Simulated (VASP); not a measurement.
# InAs (Fm-3m) in VASP: single point with r2SCANh

Aim: the single point of InAs with r2SCANh.

Everything below comes from runs of VASP 6.6.1. Logs are shortened: lines on timing, memory, paths and dates and some standing lists are left out, and cuts for length are marked.

## 1. The cell of the first run

The structure is cubic, space group Fm-3m (No. 225). Conventional cell: a = 5.755 Å, b = 5.755 Å, c = 5.755 Å, α = 90.00°, β = 90.00°, γ = 90.00°. Within 3.8 Å of In (site symmetry m-3m) lie 6 As at 2.88 Å. Within 3.8 Å of As (site symmetry m-3m) lie 6 In at 2.88 Å.

## 2. Single point, r2SCANh

File POSCAR:

```
InAs
1.0
    4.0691220000      0.0000000000      0.0000000000
    2.0345610000      3.5239630231      0.0000000000
    2.0345610000      1.1746543410      3.3224242004
In As
1 1
Direct
    0.5000000000      0.5000000000      0.5000000000
    0.0000000000      0.0000000000      0.0000000000
```

File INCAR.step1:

```
SYSTEM = InAs
PREC     = Accurate       ! precision mode
ENCUT    = 440            ! plane-wave cutoff, eV
EDIFF    = 1E-5           ! SCF threshold, eV
ISMEAR   = 0              ! smearing method
SIGMA    = 0.01           ! smearing width, eV
LREAL    = .FALSE.        ! projectors in reciprocal space
LASPH    = .TRUE.         ! aspherical terms in the spheres
NELM     = 120            ! most SCF steps
ALGO     = Normal         ! electronic algorithm
ISIF     = 2              ! what is computed and relaxed
LWAVE    = .TRUE.         ! write WAVECAR
LCHARG   = .FALSE.        ! write CHGCAR
GGA      = PE             ! functional
NBANDS   = 16             ! bands
GGA_COMPAT= .FALSE.
```

File INCAR.step2:

```
SYSTEM = InAs
PREC     = Accurate       ! precision mode
ENCUT    = 440            ! plane-wave cutoff, eV
EDIFF    = 1E-6           ! SCF threshold, eV
ISMEAR   = 0              ! smearing method
SIGMA    = 0.01           ! smearing width, eV
LREAL    = .FALSE.        ! projectors in reciprocal space
LASPH    = .TRUE.         ! aspherical terms in the spheres
NELM     = 120            ! most SCF steps
ALGO     = Normal         ! electronic algorithm
ISIF     = 2              ! what is computed and relaxed
LWAVE    = .FALSE.        ! write WAVECAR
LCHARG   = .FALSE.        ! write CHGCAR
METAGGA  = R2SCAN         ! meta-GGA
LHFCALC  = .TRUE.         ! exact exchange
AEXX     = 0.1            ! exact-exchange fraction
LMIXTAU  = .TRUE.       
PRECFOCK = Normal       
ISTART   = 1            
NBANDS   = 16             ! bands
GGA_COMPAT= .FALSE.
```

File KPOINTS:

```
regular mesh
0
G
  4 4 4
  0 0 0
```

Potentials or basis: VASP PAW PBE potentials, release 64 (In_d, As).

On the command line:

```sh
$ cat potpaw_PBE.64/In_d/POTCAR potpaw_PBE.64/As/POTCAR > POTCAR
$ cp INCAR.step1 INCAR
$ mpirun -np 1 vasp_std > vasp.out
$ cp INCAR.step2 INCAR
$ mpirun -np 1 vasp_std > vasp.out
```

OUTCAR:

```text
SYSTEM = InAs
   PREC = Accurate
   ENCUT = 440
   EDIFF = 1E-6
   ISMEAR = 0
   LREAL = .FALSE.
   LASPH = .TRUE.
   NELM = 120
   ISIF = 2
   METAGGA = R2SCAN
   LHFCALC = .TRUE.
   AEXX = 0.1
   PRECFOCK = Normal
   ISTART = 1

 ion  position               nearest neighbor table
   1  0.500  0.500  0.500-   2 2.88   2 2.88   2 2.88   2 2.88   2 2.88   2 2.88
   2  0.000  0.000  0.000-   1 2.88   1 2.88   1 2.88   1 2.88   1 2.88   1 2.88

  LATTYP: Found a face centered cubic cell.
 ALAT       =     5.7546075194

  Lattice vectors:

 A1 = (   4.0691220000,   0.0000000000,   0.0000000000)
 A2 = (   2.0345610000,   3.5239630231,   0.0000000000)
 A3 = (   2.0345610000,   1.1746543410,   3.3224242004)

Analysis of symmetry for initial positions (statically):
=====================================================================
 Subroutine PRICEL returns:
 Original cell was already a primitive cell.

 Routine SETGRP: Setting up the symmetry group for a
 face centered cubic supercell.

 Subroutine GETGRP returns: Found 48 space group operations
 (whereof 48 operations were pure point group operations)
 out of a pool of 48 trial point group operations.

The static configuration has the point symmetry O_h .

Analysis of symmetry for dynamics (positions and initial velocities):
=====================================================================
 Subroutine PRICEL returns:
 Original cell was already a primitive cell.

 Routine SETGRP: Setting up the symmetry group for a
 face centered cubic supercell.

 Subroutine GETGRP returns: Found 48 space group operations
 (whereof 48 operations were pure point group operations)
 out of a pool of 48 trial point group operations.

The dynamic configuration has the point symmetry O_h .

 Subroutine INISYM returns: Found 48 space group operations
 (whereof 48 operations are pure point group operations),
 and found     1 'primitive' translations

----------------------------------------------------------------------------------------

                                     Primitive cell

  volume of cell :      47.6417

  direct lattice vectors                    reciprocal lattice vectors
     4.069122000  0.000000000  0.000000000     0.245753261 -0.141885711 -0.100328349
     2.034561000  3.523963023  0.000000000     0.000000000  0.283771423 -0.100328349
     2.034561000  1.174654341  3.322424200     0.000000000  0.000000000  0.300985046

  length of vectors
     4.069122000  4.069122000  4.069122000     0.300985046  0.300985046  0.300985046

  position of ions in fractional coordinates (direct lattice)
     0.500000000  0.500000000  0.500000000
     0.000000000  0.000000000  0.000000000

  ion indices of the primitive-cell ions
   primitive index   ion index
                 1           1
                 2           2

----------------------------------------------------------------------------------------

 KPOINTS: regular mesh

Automatic generation of k-mesh.
 Grid dimensions read from file:
 generate k-points for:    4    4    4

 Generating k-lattice:

  Cartesian coordinates                     Fractional coordinates (reciprocal lattice)
     0.061438315 -0.035471428 -0.025082087     0.250000000  0.000000000 -0.000000000
     0.000000000  0.070942856 -0.025082087     0.000000000  0.250000000  0.000000000
     0.000000000  0.000000000  0.075246261     0.000000000  0.000000000  0.250000000

  Length of vectors
     0.075246261  0.075246261  0.075246261

  Shift w.r.t. Gamma in fractional coordinates (k-lattice)
     0.000000000  0.000000000  0.000000000

 Subroutine IBZKPT returns following result:
 ===========================================

 Found      8 irreducible k-points:

 Following reciprocal coordinates:
            Coordinates               Weight
  0.000000  0.000000  0.000000      1.000000
  0.250000  0.000000  0.000000      8.000000
  0.500000  0.000000  0.000000      4.000000
  0.250000  0.250000  0.000000      6.000000
  0.500000  0.250000  0.000000     24.000000
 -0.250000  0.250000 -0.000000     12.000000
  0.500000  0.500000  0.000000      3.000000
 -0.250000  0.500000  0.250000      6.000000
   k-points           NKPTS =      8   k-points in BZ     NKDIM =     64   number of bands    NBANDS=     16
   number of dos      NEDOS =    301   number of ions     NIONS =      2
   total plane-waves  NPLWV =  21952
   dimension x,y,z NGX =    28 NGY =   28 NGZ =   28
   dimension x,y,z NGXF=    56 NGYF=   56 NGZF=   56
   ions per type =               1   1
   NGX,Y,Z   is equivalent  to a cutoff of  11.44, 11.44, 11.44 a.u.
   NGXF,Y,Z  is equivalent  to a cutoff of  22.88, 22.88, 22.88 a.u.
 SYSTEM =  InAs
   PREC   = accura    normal or accurate (medium, high low for compatibility)
   ISTART =      1    job   : 0-new  1-cont  2-samecut
   ICHARG =      0    charge: 1-file 2-atom 10-const
   ISPIN  =      1    spin polarized calculation?
   LNONCOLLINEAR =      F non collinear calculations
   LSORBIT =      F    spin-orbit coupling
   LASPH  =      T    aspherical Exc in radial PAW
   ENCUT  =  440.0 eV  32.34 Ry    5.69 a.u.   6.96  6.96  6.96*2*pi/ulx,y,z
   NELM   =    120;   NELMIN=  2; NELMDL=  0     # of ELM steps
   EDIFF  = 0.1E-05   stopping-criterion for ELM
   LREAL  =      F    real-space projection
   EDIFFG = 0.1E-04   stopping-criterion for IOM
   NSW    =      0    number of steps for IOM
   IBRION =     -1    ionic relax: 0-MD 1-quasi-New 2-CG
   NFREE  =      0    steps in history (QN), initial steepest desc. (CG)
   ISIF   =      2    stress and relaxation
   ISYM   =      3    0-nonsym 1-usesym 2-fastsym
   POTIM  = 0.5000    time-step for ionic-motion
   TEBEG  =    0.0;   TEEND  =   0.0 temperature during run
   PSTRESS=    0.0 pullay stress
   NELECT =      18.0000    total number of electrons
   NUPDOWN=      -1.0000    fix difference up-down
   EMIN   =  10.00;   EMAX   =-10.00  energy-range for DOS
   EFERMI =   0.00;   METHOD = LEGACY
   ISMEAR =     0;   SIGMA  =   0.01  broadening in eV -4-tet -1-fermi 0-gaus
   EFERMI_NEDOS =   21; number of points for ismear=-14 and -15
   IALGO  =     38    algorithm
   IMIX   =      1    mixing-type and parameters
     AMIX     =   0.40;   BMIX     =  1.00
     AMIX_MAG =   1.60;   BMIX_MAG =  1.00
  volume/ion in A,a.u.               =      23.82       160.75
  Fermi-wavevector in a.u.,A,eV,Ry     =   1.183505  2.236499 19.057451  1.400683
  Thomas-Fermi vector in A             =   2.319738
   LORBIT       =      0    0 simple, 1 ext, 2 COOP (PROOUT), +10 PAW based schemes
   METAGGA = R2SCAN    functional components
   LHFCALC =     T    Hartree Fock is set to
   PRECFOCK=normal    Normal, Fast or Accurate (Low or Medium for compatibility)
   ENCUT4O =  -1.0   cutoff for four orbital integrals eV
   NKREDX  =     1    reduce k-point grid by
   NKREDY  =     1    reduce k-point grid by
   NKREDZ  =     1    reduce k-point grid by
   AEXX    =    0.1000 exact exchange contribution
   HFSCREEN=    0.0000 screening length (either q_TF or 0.3 A-1)
   HFSCREENC=   0.0000 screening length for correlation (either q_TF or 0.3 A-1)
   ENCUTFOCK=  -1.0 apply spherical cutoff to Coloumb kernel
   IVDW    =     0    specifies the selected vdW correction
   LEPSILON=     F    determine dielectric tensor
   LRPA    =     F    only Hartree local field effects (RPA)
 non-spin polarized calculation
 Gauss-broadening in eV      SIGMA  =   0.01
  energy-cutoff  :      440.00
  volume of cell :       47.64
 maximum number of plane-waves:      1008
  NGX = 24; NGY = 24; NGZ = 24

 number of electron      18.0000007 magnetization

 Free energy of the ion-electron system (eV)
  ---------------------------------------------------
  ext. energy  EPLUGINS =         0.00000000
  ---------------------------------------------------
  free energy    TOTEN  =       -35.23192106 eV

  energy without entropy =      -35.23192106  energy(sigma->0) =      -35.23192106

 E-fermi :   5.8792     XC(G=0):  -9.7085

 val. band max:        5.7863229765   @ k =   0.5000   0.0000   0.0000
 cond. band min:       6.0403385352   @ k =   0.5000   0.0000   0.0000
 fundamental gap:      0.2540155587
 Fermi energy:         5.8792458922

 k-point     1 :       0.0000    0.0000    0.0000
  band No.  band energies     occupation
      1     -10.2523      2.00000
      2     -10.2485      2.00000
      3     -10.2224      2.00000
      4     -10.2190      2.00000
      5     -10.2159      2.00000
      6      -7.4231      2.00000
[... 8 lines left out ...]
     15      14.1728      0.00000
     16      14.1913      0.00000

 k-point     2 :       0.2500    0.0000    0.0000
  band No.  band energies     occupation
      1     -10.2770      2.00000
      2     -10.2716      2.00000
      3     -10.2203      2.00000
      4     -10.1986      2.00000
      5     -10.1905      2.00000
      6      -6.7152      2.00000
[... 8 lines left out ...]
     15      15.3391      0.00000
     16      15.3442      0.00000

 k-point     3 :       0.5000    0.0000    0.0000
  band No.  band energies     occupation
      1     -10.3037      2.00000
      2     -10.2981      2.00000
      3     -10.2236      2.00000
      4     -10.1710      2.00000
      5     -10.1629      2.00000
      6      -5.5748      2.00000
[... 8 lines left out ...]
     15      18.5958      0.00000
     16      18.6029      0.00000

 k-point     4 :       0.2500    0.2500    0.0000
  band No.  band energies     occupation
      1     -10.3524      2.00000
      2     -10.2373      2.00000
      3     -10.2352      2.00000
      4     -10.1844      2.00000
      5     -10.1810      2.00000
      6      -6.4134      2.00000
[... 8 lines left out ...]
     15      17.6867      0.00000
     16      18.0671      0.00000

 k-point     5 :       0.5000    0.2500    0.0000
  band No.  band energies     occupation
      1     -10.4011      2.00000
      2     -10.2588      2.00000
      3     -10.2260      2.00000
      4     -10.1751      2.00000
      5     -10.1555      2.00000
      6      -5.1766      2.00000
[... 8 lines left out ...]
     15      19.1256      0.00000
     16      19.1497      0.00000

 k-point     6 :      -0.2500    0.2500   -0.0000
  band No.  band energies     occupation
      1     -10.3279      2.00000
      2     -10.2887      2.00000
      3     -10.2063      2.00000
      4     -10.1904      2.00000
      5     -10.1768      2.00000
      6      -5.6663      2.00000
[... 8 lines left out ...]
     15      17.1203      0.00000
     16      18.2547      0.00000

 k-point     7 :       0.5000    0.5000    0.0000
  band No.  band energies     occupation
      1     -10.5039      2.00000
      2     -10.2544      2.00000
      3     -10.2192      2.00000
      4     -10.1445      2.00000
      5     -10.1412      2.00000
      6      -4.6373      2.00000
[... 8 lines left out ...]
     15      19.6985      0.00000
     16      21.2707      0.00000

 k-point     8 :      -0.2500    0.5000    0.2500
  band No.  band energies     occupation
      1     -10.4363      2.00000
      2     -10.2592      2.00000
      3     -10.2030      2.00000
      4     -10.1994      2.00000
      5     -10.1440      2.00000
      6      -4.6194      2.00000
[... 8 lines left out ...]
     15      17.5543      0.00000
     16      21.2720      0.00000

------------------------ aborting loop because EDIFF is reached ----------------------------------------

  FORCE on cell =-STRESS in cart. coord.  units (eV):
  Direction    XX          YY          ZZ          XY          YZ          ZX
  --------------------------------------------------------------------------------------
  -------------------------------------------------------------------------------------
  Total       -0.7273852     -0.7273852     -0.7273852      0.0000000      0.0000000      0.0000000
  in kB      -24.4617708    -24.4617708    -24.4617708      0.0000000      0.0000000      0.0000000
  external PRESSURE =     -24.4617708 kB  Pullay stress =       0.0000000 kB

 VOLUME and BASIS-vectors are now :
 -----------------------------------------------------------------------------
  energy-cutoff  :      440.00
  volume of cell :       47.64
      direct lattice vectors                 reciprocal lattice vectors
     4.069122000  0.000000000  0.000000000     0.245753261 -0.141885711 -0.100328349
     2.034561000  3.523963023  0.000000000     0.000000000  0.283771423 -0.100328349
     2.034561000  1.174654341  3.322424200     0.000000000  0.000000000  0.300985046

 POSITION                                       TOTAL-FORCE (eV/Angst)
 -----------------------------------------------------------------------------------
      4.06912      2.34931      1.66121        -0.000000     -0.000000      0.000000
      0.00000      0.00000      0.00000         0.000000      0.000000      0.000000
 -----------------------------------------------------------------------------------
    total drift:                               -0.000000     -0.000000     -0.000000

  FREE ENERGIE OF THE ION-ELECTRON SYSTEM (eV)
  ---------------------------------------------------
  free  energy   TOTEN  =       -35.2319210552 eV

  energy  without entropy=      -35.2319210552  energy(sigma->0) =      -35.23192106
```

It took 8.4 min on 1 thread of Intel Xeon 6975P-C, shared host; peak memory 0.18 GiB.

Results:

| Property | Result |
| --- | --- |
| Free energy | -35.2319 eV |
| Pressure | -2.4 GPa |
| Band gap on the k mesh | zero (band 9 reaches 6.04 eV, above the bottom of band 10 at 3.18 eV) |

Caveat: the k points lie up to 0.47 Å⁻¹ apart; the PAW data sets were made with another functional, which shifts forces and pressure a little; spin-orbit coupling is left out, which moves the levels of the heavy elements.
